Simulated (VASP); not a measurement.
# Sb in VASP: notebook, part 2 of 2

VASP 6.6.1.

### 3 Single point, PBE+D3(BJ) (layers slid over each other, then relaxed in part)

File INCAR:

```
PREC = Accurate ; ENCUT = 400
EDIFF = 1E-6 ; ISMEAR = 0
SIGMA = 0.05 ; LREAL = F
LASPH = T ; NELM = 120
ALGO = Normal ; ISIF = 2
LWAVE = F ; LCHARG = F
LDIPOL = T ; IDIPOL = 3
DIPOL = 0.5 0.5 0.373 ; GGA = PE
IVDW = 12 ; NBANDS = 38
GGA_COMPAT = F ; NELMDL = -8
```

File KPOINTS:

```
regular mesh
0
Gamma
  9 9 1
```

File POSCAR:

```
Sb
1.0
    4.0686848921      0.0000000000      0.0000000000
   -2.0343424461      3.5235844766      0.0000000000
    0.0000000000      0.0000000000     20.8000277116
Sb
4
Direct
    0.3333333333      0.6666666666      0.2955428527
    0.6666666667      0.3333333334      0.2163458656
    0.4444444444      1.2222222222      0.5295717271
    0.7777777778      0.8888888889      0.4503758197
```

Potentials or basis: VASP PAW PBE potentials, release 64 (Sb_d_GW).

Started as:

```sh
$ cat potpaw_PBE.64/Sb_d_GW/POTCAR > POTCAR
$ mpirun -np 1 vasp_std > vasp.out
```

OUTCAR:

```text
PREC = Accurate
   ENCUT = 400
   EDIFF = 1E-6
   ISMEAR = 0
   LREAL = F
   LASPH = T
   NELM = 120
   ISIF = 2
   GGA = PE
   IVDW = 12
   NELMDL = -8
 IVDW          = 12

 ion  position               nearest neighbor table
   1  0.333  0.667  0.296-   2 2.87   2 2.87   2 2.87
   2  0.667  0.333  0.216-   1 2.87   1 2.87   1 2.87
   3  0.444  0.222  0.530-   4 2.87   4 2.87   4 2.87
   4  0.778  0.889  0.450-   3 2.87   3 2.87   3 2.87

  LATTYP: Found a hexagonal cell.
 ALAT       =     4.0686848921
 C/A-ratio  =     5.1122237930

  Lattice vectors:

 A1 = (   4.0686848921,   0.0000000000,   0.0000000000)
 A2 = (  -2.0343424461,   3.5235844766,   0.0000000000)
 A3 = (   0.0000000000,   0.0000000000,  20.8000277116)

Analysis of symmetry for initial positions (statically):
=====================================================================
 Subroutine PRICEL returns:
 Original cell was already a primitive cell.

 Routine SETGRP: Setting up the symmetry group for a
 hexagonal supercell.

 Subroutine GETGRP returns: Found  4 space group operations
 (whereof  2 operations were pure point group operations)
 out of a pool of 24 trial point group operations.

The static configuration has the point symmetry C_1h.
 The point group associated with its full space group is C_2h.

Analysis of symmetry for dynamics (positions and initial velocities):
=====================================================================
 Subroutine PRICEL returns:
 Original cell was already a primitive cell.

 Routine SETGRP: Setting up the symmetry group for a
 hexagonal supercell.

 Subroutine GETGRP returns: Found  4 space group operations
 (whereof  2 operations were pure point group operations)
 out of a pool of 24 trial point group operations.

The dynamic configuration has the point symmetry C_1h.
 The point group associated with its full space group is C_2h.

 Subroutine INISYM returns: Found  4 space group operations
 (whereof  2 operations are pure point group operations),
 and found     1 'primitive' translations

----------------------------------------------------------------------------------------

                                     Primitive cell

  volume of cell :     298.1966

  direct lattice vectors                    reciprocal lattice vectors
     4.068684892  0.000000000  0.000000000     0.245779663  0.141900954  0.000000000
    -2.034342446  3.523584477  0.000000000     0.000000000  0.283801909  0.000000000
     0.000000000  0.000000000 20.800027712     0.000000000  0.000000000  0.048076859

  length of vectors
     4.068684892  4.068684892 20.800027712     0.283801909  0.283801909  0.048076859

  position of ions in fractional coordinates (direct lattice)
     0.333333333  0.666666667  0.295542853
     0.666666667  0.333333333  0.216345866
     0.444444444  0.222222222  0.529571727
     0.777777778  0.888888889  0.450375820

  ion indices of the primitive-cell ions
   primitive index   ion index
                 1           1
                 2           2
                 3           3
                 4           4

----------------------------------------------------------------------------------------
[... 31 lines left out ...]
  0.000000  0.222222  0.000000      4.000000
  0.333333 -0.000000  0.000000      2.000000
[... 16 lines left out ...]
 -0.222222 -0.444444  0.000000      4.000000
  0.444444  0.333333  0.000000      4.000000
   k-points           NKPTS =     25   k-points in BZ     NKDIM =     25   number of bands    NBANDS=     38
   number of dos      NEDOS =    301   number of ions     NIONS =      4
   total plane-waves  NPLWV = 109760
   dimension x,y,z NGX =    28 NGY =   28 NGZ =  140
   dimension x,y,z NGXF=    56 NGYF=   56 NGZF=  280
   ions per type =               4
   NGX,Y,Z   is equivalent  to a cutoff of  11.44, 11.44, 11.19 a.u.
   NGXF,Y,Z  is equivalent  to a cutoff of  22.88, 22.88, 22.38 a.u.
 SYSTEM =  unknown system
   PREC   = accura    normal or accurate (medium, high low for compatibility)
   ISTART =      0    job   : 0-new  1-cont  2-samecut
   ICHARG =      2    charge: 1-file 2-atom 10-const
   ISPIN  =      1    spin polarized calculation?
   LNONCOLLINEAR =      F non collinear calculations
   LSORBIT =      F    spin-orbit coupling
   LASPH  =      T    aspherical Exc in radial PAW
   ENCUT  =  400.0 eV  29.40 Ry    5.42 a.u.   6.63  6.63 33.92*2*pi/ulx,y,z
   NELM   =    120;   NELMIN=  2; NELMDL= -8     # of ELM steps
   EDIFF  = 0.1E-05   stopping-criterion for ELM
   LREAL  =      F    real-space projection
   EDIFFG = 0.1E-04   stopping-criterion for IOM
   NSW    =      0    number of steps for IOM
   IBRION =     -1    ionic relax: 0-MD 1-quasi-New 2-CG
   NFREE  =      0    steps in history (QN), initial steepest desc. (CG)
   ISIF   =      2    stress and relaxation
   ISYM   =      2    0-nonsym 1-usesym 2-fastsym
   POTIM  = 0.5000    time-step for ionic-motion
   TEBEG  =    0.0;   TEEND  =   0.0 temperature during run
   PSTRESS=    0.0 pullay stress
   NELECT =      60.0000    total number of electrons
   NUPDOWN=      -1.0000    fix difference up-down
   EMIN   =  10.00;   EMAX   =-10.00  energy-range for DOS
   EFERMI =   0.00;   METHOD = LEGACY
   ISMEAR =     0;   SIGMA  =   0.05  broadening in eV -4-tet -1-fermi 0-gaus
   EFERMI_NEDOS =   21; number of points for ismear=-14 and -15
   IALGO  =     38    algorithm
   IMIX   =      4    mixing-type and parameters
     AMIX     =   0.40;   BMIX     =  1.00
     AMIX_MAG =   1.60;   BMIX_MAG =  1.00
  volume/ion in A,a.u.               =      74.55       503.08
  Fermi-wavevector in a.u.,A,eV,Ry     =   0.959307  1.812828 12.521037  0.920270
  Thomas-Fermi vector in A             =   2.088492
   LORBIT       =      0    0 simple, 1 ext, 2 COOP (PROOUT), +10 PAW based schemes
   GGA     = PE    functional components
   LHFCALC =     F    Hartree Fock is set to
   AEXX    =    0.0000 exact exchange contribution
   IVDW    =    12    specifies the selected vdW correction
   LEPSILON=     F    determine dielectric tensor
   LRPA    =     F    only Hartree local field effects (RPA)
 non-spin polarized calculation
 Gauss-broadening in eV      SIGMA  =   0.05
  energy-cutoff  :      400.00
  volume of cell :      298.20
 maximum number of plane-waves:      5503
   NGX = 13   NGY = 13   NGZ = 67

 dipolmoment           0.000000      0.000000     -0.000012 electrons x Angstroem

 number of electron      59.9999991 magnetization

 dipolmoment           0.000000      0.000000      0.000152 electrons x Angstroem

 Free energy of the ion-electron system (eV)
  ---------------------------------------------------
  ext. energy  EPLUGINS =         0.00000000
  ---------------------------------------------------
  free energy    TOTEN  =       -16.24095613 eV

  energy without entropy =      -16.24095613  energy(sigma->0) =      -16.24095613

 E-fermi :  -0.2814     XC(G=0):  -4.8129

 val. band max:       -0.5676320495   @ k =   0.1111  -0.0000   0.0000
 cond. band min:      -0.0687258458   @ k =   0.0000   0.3333   0.0000
 fundamental gap:      0.4989062037
 Fermi energy:        -0.2813953127

 k-point     1 :       0.0000    0.0000    0.0000
  band No.  band energies     occupation
      1     -29.5566      2.00000
      2     -29.5563      2.00000
      3     -29.5554      2.00000
      4     -29.5536      2.00000
      5     -29.4795      2.00000
      6     -29.4772      2.00000
[... 973 lines left out ...]
     37       4.9296      0.00000
     38       5.3564      0.00000

 [... further k-points ...]

------------------------ aborting loop because EDIFF is reached ----------------------------------------

 vacuum level on the upper side and lower side of the slab       (xc-potential included)        -0.122        -0.122

 Edisp (eV)   -1.25821

 E8    (eV) :    -0.6052

  FORCE on cell =-STRESS in cart. coord.  units (eV):
  Direction    XX          YY          ZZ          XY          YZ          ZX
  --------------------------------------------------------------------------------------
  -------------------------------------------------------------------------------------
  Total       0.53994     0.11522    -0.26588     0.36782     0.34067     0.59006
  in kB       2.90106     0.61909    -1.42856     1.97624     1.83038     3.17032
  external pressure =        0.70 kB  Pullay stress =        0.00 kB

 VOLUME and BASIS-vectors are now :
 -----------------------------------------------------------------------------
  energy-cutoff  :      400.00
  volume of cell :      298.20
      direct lattice vectors                 reciprocal lattice vectors
     4.068684892  0.000000000  0.000000000     0.245779663  0.141900954  0.000000000
    -2.034342446  3.523584477  0.000000000     0.000000000  0.283801909  0.000000000
     0.000000000  0.000000000 20.800027712     0.000000000  0.000000000  0.048076859

 POSITION                                       TOTAL-FORCE (eV/Angst)
 -----------------------------------------------------------------------------------
     -0.00000      2.34906      6.14730        -0.071329     -0.041182     -0.001277
      2.03434      1.17453      4.50000        -0.055394     -0.031981     -0.001759
      1.35623      0.78302     11.01511         0.055394      0.031981      0.001759
      1.35623      3.13208      9.36783         0.071329      0.041182      0.001277
 -----------------------------------------------------------------------------------
    total drift:                                0.000068      0.000040      0.020463

  FREE ENERGIE OF THE ION-ELECTRON SYSTEM (eV)
  ---------------------------------------------------
  free  energy   TOTEN  =       -17.4991637264 eV

  energy  without entropy=      -17.4991637263  energy(sigma->0) =      -17.49916373

 vacuum level on the upper side and lower side of the slab         3.735         3.736
```

stdout:

```text
POSCAR found type information on POSCAR Sb
 POSCAR found :  1 types and       4 ions
 scaLAPACK will be used
 LDA part: xc-table for (Slater+PW92), standard interpolation
 POSCAR, INCAR and KPOINTS ok, starting setup
 FFT: planning ... GRIDC
 FFT: planning ... GRID_SOFT
 FFT: planning ... GRID
 WAVECAR not read
 entering main loop
```

Run time: 4 min. Hardware: 1 thread of Intel Xeon 6975P-C (Granite Rapids), shared host; peak memory 0.41 GiB.

What came out:

| Quantity | Value |
| --- | --- |
| Free energy | -17.4992 eV |
| Largest force | 0.082 eV/Å |
| Dispersion energy per atom | -0.315 eV |

Forces on the atoms (eV/Å):
```
Sb  -0.071 -0.041 -0.001
Sb  -0.055 -0.032 -0.002
Sb   0.055  0.032  0.002
Sb   0.071  0.041  0.001
```

Levels at points of the mesh, in eV from the Fermi level:
```tsv
k point	band 28	band 29	band 30	band 31	band 32	band 33
(0.00, 0.00, 0.00)	-0.60	-0.58	-0.41	0.93	1.70	2.02
```

Caveat: the cell differs from its parent crystal (layers slid over each other, then relaxed in part); spin-orbit coupling is left out, which moves the levels of the heavy elements.

### 4 Single point, PBE+D3(BJ) (layers slid over each other, then relaxed in part)

File INCAR:

```
ALGO = Normal
DIPOL = 0.5 0.5 0.365
EDIFF = 1E-6
ENCUT = 400
GGA = PE
GGA_COMPAT = F
IDIPOL = 3
ISIF = 2
ISMEAR = 0
IVDW = 12
LASPH = T
LCHARG = F
LDIPOL = T
LREAL = F
LWAVE = F
NBANDS = 38
NELM = 120
NELMDL = -8
PREC = Accurate
SIGMA = 0.05
```

File KPOINTS:

```
k-points
0
Gamma
  9 9 1
```

File POSCAR:

```
Sb
1.0
    4.0686848921      0.0000000000      0.0000000000
   -2.0343424461      3.5235844766      0.0000000000
    0.0000000000      0.0000000000     20.8000277116
Sb
4
Direct
    0.3333333333      0.6666666666      0.2954648653
    0.6666666667      0.3333333333      0.2163458656
    0.8888888889      1.4444444444      0.5139715484
    1.2222222222      1.1111111111      0.4348569928
```

Started as:

```sh
$ cat potpaw_PBE.64/Sb_d_GW/POTCAR > POTCAR
$ mpirun -np 1 vasp_std > vasp.out
```

Run time: 6.9 min. Hardware: 1 thread of Intel Xeon Platinum 8259CL at 2.50GHz (Skylake/Cascade Lake), shared host; peak memory 0.42 GiB.

The run converged. Its results:

| Quantity | Value |
| --- | --- |
| Free energy | -17.5506 eV |
| Largest force | 0.034 eV/Å |
| Dispersion energy per atom | -0.329 eV |

Forces in eV/Å, atoms in the order of the input:
```
Sb   0.023  0.013  0.005
Sb   0.028  0.016 -0.009
Sb  -0.028 -0.016  0.009
Sb  -0.023 -0.013 -0.005
```

Levels at points of the mesh, in eV from the Fermi level:
```csv
k point,band 27,band 28,band 29,band 30,band 31,band 32,band 33,band 34
"(0.00, 0.00, 0.00)",-0.75,-0.63,-0.54,-0.33,0.89,1.76,1.87,2.07
```

Caveat: the cell differs from its parent crystal (layers slid over each other, then relaxed in part); spin-orbit coupling is left out, which moves the levels of the heavy elements.

### 5 Overview

```tsv
cell	largest force (eV/Å)
a = 4.069, b = 4.069, c = 20.800 Å, angles 90.0, 90.0, 120.0°, 4 atoms, atomic positions A	0.03
a = 4.069, b = 4.069, c = 20.800 Å, angles 90.0, 90.0, 120.0°, 4 atoms, atomic positions B	0.08
a = 4.069, b = 4.069, c = 20.800 Å, angles 90.0, 90.0, 120.0°, 4 atoms, atomic positions C	0.03
```

Alike in all rows: task single point; level PBE+D3(BJ); potentials or basis VASP PAW PBE potentials, release 64 (Sb_d_GW); no spin polarisation; k mesh 9 × 9 × 1; cutoff (eV) 400; smearing gaussian 0.05 eV.

Caveats: spin-orbit coupling is left out, which moves the levels of the heavy elements.

Absolute energies hang on the potentials; compare differences alone.
